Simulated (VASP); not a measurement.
# LuH2 (Fm-3m) in VASP: further runs

The runs below take LuH2 through single point, relaxation of cell and atoms, with PBEsol.

All numbers are computed with VASP 6.6.1; they aren't measurements. Logs are shortened: lines on timing, memory, paths and dates and some standing lists are left out, and cuts for length are marked.

### Step 1. The cell of the first run

Symmetry: Fm-3m, No. 225, cubic system. Conventional cell: a = 4.959 Å, b = 4.959 Å, c = 4.959 Å, α = 90.00°, β = 90.00°, γ = 90.00°. Lu (site symmetry m-3m) has 8 H at 2.15 Å within 2.8 Å. H (site symmetry -43m) has 4 Lu at 2.15 Å and 6 H at 2.48 Å within 2.8 Å.

### Step 2. Single point, PBEsol

Input file INCAR:

```
  PREC = Accurate
  ENCUT = 520
  EDIFF = 1E-6
  ISMEAR = 0
  SIGMA = 0.02
  LREAL = F
  LASPH = T
  NELM = 60
  ALGO = Normal
  ISIF = 2
  LWAVE = F
  LCHARG = F
  GGA = PS
  NBANDS = 20
```

Input file KPOINTS:

```
regular mesh
0
Gamma
  8 8 8
```

Input file POSCAR:

```
LuH2
1.0
    0.0000000000      2.4793533129      2.4793533129
    2.4793533129      0.0000000000      2.4793533129
    2.4793533129      2.4793533129      0.0000000000
Lu H
1 2
Direct
    0.0000000000      0.0000000000      0.0000000000
    0.2500000000      0.2500000000      0.2500000000
    0.7500000000      0.7500000000      0.7500000000
```

Potentials or basis: VASP PAW PBE potentials, release 64 (Lu, H).

Started as:

```sh
> cat potpaw_PBE.64/Lu/POTCAR potpaw_PBE.64/H/POTCAR > POTCAR
> mpirun -np 1 vasp_std > vasp.out
```

OUTCAR:

```text
PREC = Accurate
   ENCUT = 520
   EDIFF = 1E-6
   ISMEAR = 0
   LREAL = F
   LASPH = T
   NELM = 60
   ISIF = 2
   GGA = PS

 ion  position               nearest neighbor table
   1  0.000  0.000  0.000-   3 2.15   3 2.15   3 2.15   2 2.15   3 2.15   2 2.15   2 2.15   2 2.15

   2  0.250  0.250  0.250-   1 2.15   1 2.15   1 2.15   1 2.15
   3  0.750  0.750  0.750-   1 2.15   1 2.15   1 2.15   1 2.15

  LATTYP: Found a face centered cubic cell.
 ALAT       =     4.9587066258

  Lattice vectors:

 A1 = (   0.0000000000,   2.4793533129,   2.4793533129)
 A2 = (   2.4793533129,   0.0000000000,   2.4793533129)
 A3 = (   2.4793533129,   2.4793533129,   0.0000000000)

Analysis of symmetry for initial positions (statically):
=====================================================================
 Subroutine PRICEL returns:
 Original cell was already a primitive cell.

 Routine SETGRP: Setting up the symmetry group for a
 face centered cubic supercell.

 Subroutine GETGRP returns: Found 48 space group operations
 (whereof 48 operations were pure point group operations)
 out of a pool of 48 trial point group operations.

The static configuration has the point symmetry O_h .

Analysis of symmetry for dynamics (positions and initial velocities):
=====================================================================
 Subroutine PRICEL returns:
 Original cell was already a primitive cell.

 Routine SETGRP: Setting up the symmetry group for a
 face centered cubic supercell.

 Subroutine GETGRP returns: Found 48 space group operations
 (whereof 48 operations were pure point group operations)
 out of a pool of 48 trial point group operations.

The dynamic configuration has the point symmetry O_h .

 Subroutine INISYM returns: Found 48 space group operations
 (whereof 48 operations are pure point group operations),
 and found     1 'primitive' translations

----------------------------------------------------------------------------------------

                                     Primitive cell

  volume of cell :      30.4821

  direct lattice vectors                    reciprocal lattice vectors
     0.000000000  2.479353313  2.479353313    -0.201665490  0.201665490  0.201665490
     2.479353313  0.000000000  2.479353313     0.201665490 -0.201665490  0.201665490
     2.479353313  2.479353313  0.000000000     0.201665490  0.201665490 -0.201665490

  length of vectors
     3.506335081  3.506335081  3.506335081     0.349294874  0.349294874  0.349294874

  position of ions in fractional coordinates (direct lattice)
     0.000000000  0.000000000  0.000000000
     0.250000000  0.250000000  0.250000000
     0.750000000  0.750000000  0.750000000

  ion indices of the primitive-cell ions
   primitive index   ion index
                 1           1
                 2           2
                 3           3

----------------------------------------------------------------------------------------

 KPOINTS: regular mesh

Automatic generation of k-mesh.
 Grid dimensions read from file:
 generate k-points for:    8    8    8

 Generating k-lattice:

  Cartesian coordinates                     Fractional coordinates (reciprocal lattice)
    -0.025208186  0.025208186  0.025208186     0.125000000  0.000000000  0.000000000
     0.025208186 -0.025208186  0.025208186     0.000000000  0.125000000  0.000000000
     0.025208186  0.025208186 -0.025208186     0.000000000  0.000000000  0.125000000

  Length of vectors
     0.043661859  0.043661859  0.043661859

  Shift w.r.t. Gamma in fractional coordinates (k-lattice)
     0.000000000  0.000000000  0.000000000

 Subroutine IBZKPT returns following result:
 ===========================================

 Found     29 irreducible k-points:

 Following reciprocal coordinates:
            Coordinates               Weight
  0.000000  0.000000  0.000000      1.000000
  0.125000  0.000000  0.000000      8.000000
  0.250000  0.000000  0.000000      8.000000
  0.375000  0.000000  0.000000      8.000000
  0.500000  0.000000  0.000000      4.000000
  0.125000  0.125000  0.000000      6.000000
[... 16 lines left out ...]
  0.500000  0.250000  0.125000     48.000000
 -0.375000  0.250000  0.125000     24.000000
 [... further k-points ...]
   k-points           NKPTS =     29   k-points in BZ     NKDIM =     29   number of bands    NBANDS=     20
   number of dos      NEDOS =    301   number of ions     NIONS =      3
   total plane-waves  NPLWV =  21952
   dimension x,y,z NGX =    28 NGY =   28 NGZ =   28
   dimension x,y,z NGXF=    56 NGYF=   56 NGZF=   56
   ions per type =               1   2
   NGX,Y,Z   is equivalent  to a cutoff of  13.28, 13.28, 13.28 a.u.
   NGXF,Y,Z  is equivalent  to a cutoff of  26.55, 26.55, 26.55 a.u.
 SYSTEM =  unknown system
   PREC   = accura    normal or accurate (medium, high low for compatibility)
   ISTART =      0    job   : 0-new  1-cont  2-samecut
   ICHARG =      2    charge: 1-file 2-atom 10-const
   ISPIN  =      1    spin polarized calculation?
   LNONCOLLINEAR =      F non collinear calculations
   LSORBIT =      F    spin-orbit coupling
   LASPH  =      T    aspherical Exc in radial PAW
   ENCUT  =  520.0 eV  38.22 Ry    6.18 a.u.   6.52  6.52  6.52*2*pi/ulx,y,z
   NELM   =     60;   NELMIN=  2; NELMDL= -5     # of ELM steps
   EDIFF  = 0.1E-05   stopping-criterion for ELM
   LREAL  =      F    real-space projection
   EDIFFG = 0.1E-04   stopping-criterion for IOM
   NSW    =      0    number of steps for IOM
   IBRION =     -1    ionic relax: 0-MD 1-quasi-New 2-CG
   NFREE  =      0    steps in history (QN), initial steepest desc. (CG)
   ISIF   =      2    stress and relaxation
   ISYM   =      2    0-nonsym 1-usesym 2-fastsym
   POTIM  = 0.5000    time-step for ionic-motion
   TEBEG  =    0.0;   TEEND  =   0.0 temperature during run
   PSTRESS=    0.0 pullay stress
   NELECT =      27.0000    total number of electrons
   NUPDOWN=      -1.0000    fix difference up-down
   EMIN   =  10.00;   EMAX   =-10.00  energy-range for DOS
   EFERMI =   0.00;   METHOD = LEGACY
   ISMEAR =     0;   SIGMA  =   0.02  broadening in eV -4-tet -1-fermi 0-gaus
   EFERMI_NEDOS =   21; number of points for ismear=-14 and -15
   IALGO  =     38    algorithm
   IMIX   =      4    mixing-type and parameters
     AMIX     =   0.40;   BMIX     =  1.00
     AMIX_MAG =   1.60;   BMIX_MAG =  1.00
  volume/ion in A,a.u.               =      10.16        68.57
  Fermi-wavevector in a.u.,A,eV,Ry     =   1.572224  2.971072 33.632069  2.471887
  Thomas-Fermi vector in A             =   2.673690
   LORBIT       =      0    0 simple, 1 ext, 2 COOP (PROOUT), +10 PAW based schemes
   GGA     = PS    functional components
   LHFCALC =     F    Hartree Fock is set to
   AEXX    =    0.0000 exact exchange contribution
   IVDW    =     0    specifies the selected vdW correction
   LEPSILON=     F    determine dielectric tensor
   LRPA    =     F    only Hartree local field effects (RPA)
 non-spin polarized calculation
 Gauss-broadening in eV      SIGMA  =   0.02
  energy-cutoff  :      520.00
  volume of cell :       30.48
 maximum number of plane-waves:       869
 NGX is ok and might be reduce to    28
   NGX = 13   NGY = 13   NGZ = 13

 number of electron      26.9999997 magnetization

 Free energy of the ion-electron system (eV)
  ---------------------------------------------------
  ext. energy  EPLUGINS =         0.00000000
  ---------------------------------------------------
  free energy    TOTEN  =       -13.68846858 eV

  energy without entropy =      -13.68741576  energy(sigma->0) =      -13.68794217

 E-fermi :   2.7315     XC(G=0): -11.4105

 val. band max:        2.7224845024   @ k =   0.3750   0.2500   0.0000
 cond. band min:       2.7461154806   @ k =   0.5000   0.2500   0.1250
 fundamental gap:      0.0236309782
 Fermi energy:         2.7315389343

 k-point     1 :       0.0000    0.0000    0.0000
  band No.  band energies     occupation
      1     -53.3126      2.00000
      2     -23.8102      2.00000
      3     -23.8102      2.00000
      4     -23.8102      2.00000
      5      -6.7667      2.00000
      6      -2.4444      2.00000
[... 12 lines left out ...]
     19      13.0563      0.00000
     20      15.3355      0.00000

 k-point     2 :       0.1250    0.0000    0.0000
  band No.  band energies     occupation
      1     -53.3086      2.00000
      2     -23.8903      2.00000
      3     -23.8199      2.00000
      4     -23.8198      2.00000
      5      -6.3887      2.00000
      6      -2.4507      2.00000
[... 12 lines left out ...]
     19      11.7429      0.00000
     20      16.2220      0.00000

 k-point     3 :       0.2500    0.0000    0.0000
  band No.  band energies     occupation
      1     -53.2990      2.00000
      2     -24.0777      2.00000
      3     -23.8431      2.00000
      4     -23.8431      2.00000
      5      -5.4229      2.00000
      6      -2.4641      2.00000
[... 12 lines left out ...]
     19      11.1126      0.00000
     20      13.8717      0.00000

 k-point     4 :       0.3750    0.0000    0.0000
  band No.  band energies     occupation
      1     -53.2894      2.00000
      2     -24.2571      2.00000
      3     -23.8661      2.00000
      4     -23.8661      2.00000
      5      -4.4202      2.00000
      6      -2.4512      2.00000
[... 12 lines left out ...]
     19      10.7847      0.00000
     20      13.1186      0.00000

 k-point     5 :       0.5000    0.0000    0.0000
  band No.  band energies     occupation
      1     -53.2855      2.00000
      2     -24.3293      2.00000
      3     -23.8757      2.00000
      4     -23.8757      2.00000
      5      -4.0510      2.00000
      6      -2.4214      2.00000
[... 12 lines left out ...]
     19       9.5044      0.00000
     20      14.3076      0.00000
[... 353 lines left out ...]
      6      -2.3789      2.00000
[... 12 lines left out ...]
     19       9.4995      0.00000
     20      10.3132      0.00000

 k-point    22 :       0.3750    0.2500    0.1250
  band No.  band energies     occupation
      1     -53.2919      2.00000
      2     -24.1262      2.00000
      3     -23.9354      2.00000
      4     -23.8735      2.00000
      5      -4.5596      2.00000
      6      -2.4891      2.00000
[... 12 lines left out ...]
     19      11.4867      0.00000
     20      12.5427      0.00000

 k-point    23 :       0.5000    0.2500    0.1250
  band No.  band energies     occupation
      1     -53.2842      2.00000
      2     -24.2191      2.00000
      3     -23.9957      2.00000
      4     -23.9010      2.00000
      5      -3.5806      2.00000
      6      -2.4801      2.00000
[... 12 lines left out ...]
     19      11.2762      0.00000
     20      12.4928      0.00000

 k-point    24 :      -0.3750    0.2500    0.1250
  band No.  band energies     occupation
      1     -53.2810      2.00000
      2     -24.2577      2.00000
      3     -24.0166      2.00000
      4     -23.9155      2.00000
      5      -3.2419      2.00000
      6      -2.4335      2.00000
[... 12 lines left out ...]
     19      11.2055      0.00000
     20      12.6066      0.00000

 [... further k-points ...]
[... 5 lines left out ...]
  --------------------------------------------------------------------------------------
  -------------------------------------------------------------------------------------
  Total        0.0710805      0.0710805      0.0710805     -0.0000000     -0.0000000      0.0000000
  in kB        3.7360781      3.7360781      3.7360781     -0.0000000     -0.0000000      0.0000000
  external PRESSURE =       3.7360781 kB  Pullay stress =       0.0000000 kB

 VOLUME and BASIS-vectors are now :
 -----------------------------------------------------------------------------
  energy-cutoff  :      520.00
  volume of cell :       30.48
      direct lattice vectors                 reciprocal lattice vectors
     0.000000000  2.479353313  2.479353313    -0.201665490  0.201665490  0.201665490
     2.479353313  0.000000000  2.479353313     0.201665490 -0.201665490  0.201665490
     2.479353313  2.479353313  0.000000000     0.201665490  0.201665490 -0.201665490

 POSITION                                       TOTAL-FORCE (eV/Angst)
 -----------------------------------------------------------------------------------
      0.00000      0.00000      0.00000         0.000000     -0.000000      0.000000
      1.23968      1.23968      1.23968         0.000000      0.000000      0.000000
      3.71903      3.71903      3.71903        -0.000000     -0.000000     -0.000000
 -----------------------------------------------------------------------------------
    total drift:                               -0.000000     -0.000000     -0.000000

  FREE ENERGIE OF THE ION-ELECTRON SYSTEM (eV)
  ---------------------------------------------------
  free  energy   TOTEN  =       -13.6884685845 eV

  energy  without entropy=      -13.6874157575  energy(sigma->0) =      -13.68794217
```

Run time: 15 s. Hardware: 1 thread of Intel Xeon 6975P-C (Granite Rapids), shared host; peak memory 0.17 GiB.

Results:

- Free energy: -13.6885 eV
- Pressure: 0.4 GPa
- Band gap on the k mesh: zero (an odd number of electrons rules out a gap without spin polarisation)

Caveat: the PAW data sets were made with another functional, which shifts forces and pressure a little; spin-orbit coupling is left out, which moves the levels of the heavy elements.

(Part 1 of 2 ends here.)
